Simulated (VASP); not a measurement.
# Hf (P6_3/mmc) in VASP: further runs, part 2 of 2

VASP 6.6.1.

### Step 5. Single point, LDA

This run uses another cell than the first one, of 20.83 Å³/atom.

Contents of INCAR:

```
  PREC = Accurate
  ENCUT = 520
  EDIFF = 1E-6
  ISMEAR = -1
  SIGMA = 0.08
  LREAL = F
  LASPH = T
  NELM = 60
  ALGO = Normal
  ISIF = 2
  LWAVE = F
  LCHARG = F
  GGA = CA
  NBANDS = 17
```

Contents of KPOINTS:

```
regular mesh
0
Gamma
  15 15 8
```

Contents of POSCAR:

```
Hf
1.0
    3.1185569233      0.0000000000      0.0000000000
   -1.5592784616      2.7007495187      0.0000000000
    0.0000000000      0.0000000000      4.9461203476
Hf
2
Direct
    0.3333333333      0.6666666667      0.2500000000
    0.6666666667      0.3333333333      0.7500000000
```

Potentials or basis: VASP PAW LDA potentials, release 64 (Hf_pv).

The run is started by

```sh
$ cat potpaw_LDA.64/Hf_pv/POTCAR > POTCAR
$ mpirun -np 1 vasp_std > vasp.out
```

OUTCAR:

```text
PREC = Accurate
   ENCUT = 520
   EDIFF = 1E-6
   ISMEAR = -1
   LREAL = F
   LASPH = T
   NELM = 60
   ISIF = 2
   GGA = CA

 ion  position               nearest neighbor table
   1  0.333  0.667  0.250-   2 3.06   2 3.06   2 3.06   2 3.06   2 3.06   2 3.06
   2  0.667  0.333  0.750-   1 3.06   1 3.06   1 3.06   1 3.06   1 3.06   1 3.06

  LATTYP: Found a hexagonal cell.
 ALAT       =     3.1185569233
 C/A-ratio  =     1.5860285604

  Lattice vectors:

 A1 = (   3.1185569233,   0.0000000000,   0.0000000000)
 A2 = (  -1.5592784616,   2.7007495187,   0.0000000000)
 A3 = (   0.0000000000,   0.0000000000,   4.9461203476)

Analysis of symmetry for initial positions (statically):
=====================================================================
 Subroutine PRICEL returns:
 Original cell was already a primitive cell.

 Routine SETGRP: Setting up the symmetry group for a
 hexagonal supercell.

 Subroutine GETGRP returns: Found 24 space group operations
 (whereof 12 operations were pure point group operations)
 out of a pool of 24 trial point group operations.

The static configuration has the point symmetry D_3d.
 The point group associated with its full space group is D_6h.

Analysis of symmetry for dynamics (positions and initial velocities):
=====================================================================
 Subroutine PRICEL returns:
 Original cell was already a primitive cell.

 Routine SETGRP: Setting up the symmetry group for a
 hexagonal supercell.

 Subroutine GETGRP returns: Found 24 space group operations
 (whereof 12 operations were pure point group operations)
 out of a pool of 24 trial point group operations.

The dynamic configuration has the point symmetry D_3d.
 The point group associated with its full space group is D_6h.

 Subroutine INISYM returns: Found 24 space group operations
 (whereof 12 operations are pure point group operations),
[... 112 lines left out ...]
   EFERMI_NEDOS =   21; number of points for ismear=-14 and -15
   IALGO  =     38    algorithm
   IMIX   =      4    mixing-type and parameters
     AMIX     =   0.40;   BMIX     =  1.00
     AMIX_MAG =   1.60;   BMIX_MAG =  1.00
  volume/ion in A,a.u.               =      20.83       140.56
  Fermi-wavevector in a.u.,A,eV,Ry     =   1.281890  2.422420 22.357649  1.643241
  Thomas-Fermi vector in A             =   2.414233
   LORBIT       =      0    0 simple, 1 ext, 2 COOP (PROOUT), +10 PAW based schemes
   GGA     = CA    functional components
   LHFCALC =     F    Hartree Fock is set to
   AEXX    =    0.0000 exact exchange contribution
   IVDW    =     0    specifies the selected vdW correction
   LEPSILON=     F    determine dielectric tensor
   LRPA    =     F    only Hartree local field effects (RPA)
 non-spin polarized calculation
  energy-cutoff  :      520.00
  volume of cell :       41.66
 maximum number of plane-waves:      1136
 NGX is ok and might be reduce to    24
   NGX = 11   NGY = 11   NGZ = 19

 number of electron      19.9999997 magnetization

 Free energy of the ion-electron system (eV)
  ---------------------------------------------------
  ext. energy  EPLUGINS =         0.00000000
  ---------------------------------------------------
  free energy    TOTEN  =       -21.40689443 eV

  energy without entropy =      -21.37145805  energy(sigma->0) =      -21.38917624

 E-fermi :   5.3002     XC(G=0): -11.7998

 val. band max:        5.2946315371   @ k =   0.2667   0.2000   0.5000
 cond. band min:       5.3069452922   @ k =   0.0000   0.0000   0.3750
 fundamental gap:      0.0123137550
 Fermi energy:         5.3001900466

 k-point     1 :       0.0000    0.0000    0.0000
  band No.  band energies     occupation
      1     -25.5997      2.00000
      2     -24.6448      2.00000
      3     -24.6448      2.00000
      4     -24.4840      2.00000
      5     -24.4836      2.00000
      6     -24.4836      2.00000
[... 457 lines left out ...]
      4     -25.0072      2.00000
      5     -24.8266      2.00000
      6     -24.7696      2.00000
[... 9 lines left out ...]
     16      11.6016      0.00000
     17      12.5348      0.00000

 [... further k-points ...]

------------------------ aborting loop because EDIFF is reached ----------------------------------------

  FORCE on cell =-STRESS in cart. coord.  units (eV):
  Direction    XX          YY          ZZ          XY          YZ          ZX
  --------------------------------------------------------------------------------------
  -------------------------------------------------------------------------------------
  Total        0.0230629      0.0230629      0.0130275      0.0000000      0.0000000     -0.0000000
  in kB        0.8869976      0.8869976      0.5010364      0.0000000      0.0000000     -0.0000000
  external PRESSURE =       0.7583439 kB  Pullay stress =       0.0000000 kB

 VOLUME and BASIS-vectors are now :
 -----------------------------------------------------------------------------
  energy-cutoff  :      520.00
  volume of cell :       41.66
      direct lattice vectors                 reciprocal lattice vectors
     3.118556923  0.000000000  0.000000000     0.320661134  0.185133792  0.000000000
    -1.559278462  2.700749519  0.000000000     0.000000000  0.370267584  0.000000000
     0.000000000  0.000000000  4.946120348     0.000000000  0.000000000  0.202178663

 POSITION                                       TOTAL-FORCE (eV/Angst)
 -----------------------------------------------------------------------------------
     -0.00000      1.80050      1.23653         0.000000      0.000000      0.000000
      1.55928      0.90025      3.70959        -0.000000     -0.000000      0.000000
 -----------------------------------------------------------------------------------
    total drift:                               -0.000000      0.000000     -0.000000

  FREE ENERGIE OF THE ION-ELECTRON SYSTEM (eV)
  ---------------------------------------------------
  free  energy   TOTEN  =       -21.4068944330 eV

  energy  without entropy=      -21.3714580469  energy(sigma->0) =      -21.38917624
```

OSZICAR:

```text
N       E                     dE             d eps       ncg     rms          rms(c)
DAV:   1     0.492800069785E+02    0.49280E+02   -0.11465E+04  4590   0.113E+03
DAV:   2    -0.203074777728E+02   -0.69587E+02   -0.67894E+02  5987   0.250E+02
DAV:   3    -0.220944546203E+02   -0.17870E+01   -0.17723E+01  5780   0.268E+01
DAV:   4    -0.221076135089E+02   -0.13159E-01   -0.13153E-01  5806   0.271E+00
DAV:   5    -0.221077316905E+02   -0.11818E-03   -0.11817E-03  5832   0.229E-01    0.682E+01
DAV:   6    -0.215969558384E+02    0.51078E+00   -0.43221E-01  5429   0.415E+00    0.401E+01
DAV:   7    -0.214153500476E+02    0.18161E+00   -0.68686E-01  5551   0.503E+00    0.187E+00
DAV:   8    -0.214068191287E+02    0.85309E-02   -0.41267E-02  5424   0.136E+00    0.303E-01
DAV:   9    -0.214069009630E+02   -0.81834E-04   -0.93645E-04  6083   0.212E-01    0.167E-01
DAV:  10    -0.214068975819E+02    0.33810E-05   -0.45702E-05  5439   0.463E-02    0.192E-01
DAV:  11    -0.214068944687E+02    0.31133E-05   -0.44477E-06  5670   0.134E-02    0.129E-02
DAV:  12    -0.214068944330E+02    0.35610E-07   -0.36693E-07  3017   0.422E-03
   1 F= -.21406894E+02 E0= -.21389176E+02  d E =-.354364E-01
```

It took 59 s on 1 thread of Intel Xeon Platinum 8259CL at 2.50GHz (Skylake/Cascade Lake), shared host; peak memory 0.2 GiB.

What came out:

| Quantity | Value |
| --- | --- |
| Free energy | -21.4069 eV |
| Pressure | 0.1 GPa |
| Band gap on the k mesh | zero (bands 10 and 11 overlap by 1.54 eV) |

Caveat: spin-orbit coupling is left out, which moves the levels of the heavy elements.

### Step 6. Relaxation of shape and atoms at fixed volume, LDA

This run uses another cell than the first one, of 9.37 Å³/atom.

Contents of INCAR:

```
PREC = Accurate ; ENCUT = 600
EDIFF = 1E-6 ; ISMEAR = -1
SIGMA = 0.08 ; LREAL = False
LASPH = True ; NELM = 60
ALGO = Normal ; ISIF = 4
LWAVE = False ; LCHARG = False
IBRION = 2 ; NSW = 50
EDIFFG = -0.005
```

KPOINTS is that of step 5.

Contents of POSCAR:

```
Hf
1.0
    2.3897795858      0.0000000000      0.0000000000
   -1.1948897929      2.0696098307      0.0000000000
    0.0000000000      0.0000000000      3.7902586761
Hf
2
Direct
    0.3333333333      0.6666666667      0.2500000000
    0.6666666667      0.3333333333      0.7500000000
```

Potentials or basis: VASP PAW LDA potentials, release 64 (Hf_pv).

The run is started by

```sh
$ cat potpaw_LDA.64/Hf_pv/POTCAR > POTCAR
$ mpirun -np 1 vasp_std > vasp.out
```

It took 2.3 min on 1 thread of Intel Xeon Platinum 8259CL at 2.50GHz (Skylake/Cascade Lake), shared host; peak memory 0.15 GiB.

Results (log left out):

* Free energy: -6.7342 eV
* Energy gained by relaxing: 93.5 meV/atom
* Ionic steps: 7
* Pressure after relaxing: 396.1 GPa
* Band gap on the k mesh: zero (bands 10 and 11 overlap by 1.98 eV)

Step by step:
```tsv
step	energy change (eV)	largest force (eV/Å)	pressure (GPa)	volume (Å³)
1	0.0000	0.0000	391.12	18.75
2	-0.1598	0.0000	396.98	18.75
3	-0.1865	0.0000	396.02	18.75
4	-0.1869	0.0000	396.14	18.75
5	-0.1868	0.0000	396.19	18.75
6	-0.1867	0.0000	396.05	18.75
7	-0.1869	0.0000	396.14	18.75
```

Final structure:
```cif
data_structure
_symmetry_space_group_name_H-M 'P 1'
_symmetry_Int_Tables_number 1
_cell_length_a 2.3151
_cell_length_b 2.3151
_cell_length_c 4.0386
_cell_angle_alpha 90.000
_cell_angle_beta 90.000
_cell_angle_gamma 120.000
_cell_volume 18.75
loop_
_atom_site_label
_atom_site_type_symbol
_atom_site_fract_x
_atom_site_fract_y
_atom_site_fract_z
_atom_site_occupancy
Hf1 Hf 0.33333 0.66667 0.25000 1
Hf2 Hf 0.66667 0.33333 0.75000 1
```

Levels at points of the mesh, in eV from the Fermi level:
```csv
k point,band 6,band 7,band 8,band 9,band 10,band 11,band 12,band 13,band 14
"(0.00, 0.00, 0.00)",-26.23,-7.19,-6.37,-1.07,0.85,0.85,2.58,2.58,6.17
"(0.00, 0.00, 0.50)",-26.64,-4.92,-4.92,0.91,0.91,0.91,0.91,1.32,1.32
```

Caveat: spin-orbit coupling is left out, which moves the levels of the heavy elements.

### Step 7. Summary

```tsv
task	cell	cutoff (eV)	gap on the mesh (eV)	pressure (GPa)
single point	a = 3.050, b = 3.050, c = 4.861 Å, angles 90.0, 90.0, 120.0°, 2 atoms	520	none	8.4
single point	a = 3.119, b = 3.119, c = 4.946 Å, angles 90.0, 90.0, 120.0°, 2 atoms	520	none	0.1
relaxation of shape and atoms at fixed volume	relaxed from a = 2.390, b = 2.390, c = 3.790 Å, angles 90.0, 90.0, 120.0°, 2 atoms	600	none	396.1
```

Alike in all rows: level LDA; potentials or basis VASP PAW LDA potentials, release 64 (Hf_pv); no spin polarisation; k mesh 15 × 15 × 8; smearing fermi-dirac 0.08 eV.

Caveats: spin-orbit coupling is left out, which moves the levels of the heavy elements; the cell stands under pressure (at least some runs).

Absolute energies hang on the potentials; compare differences alone.
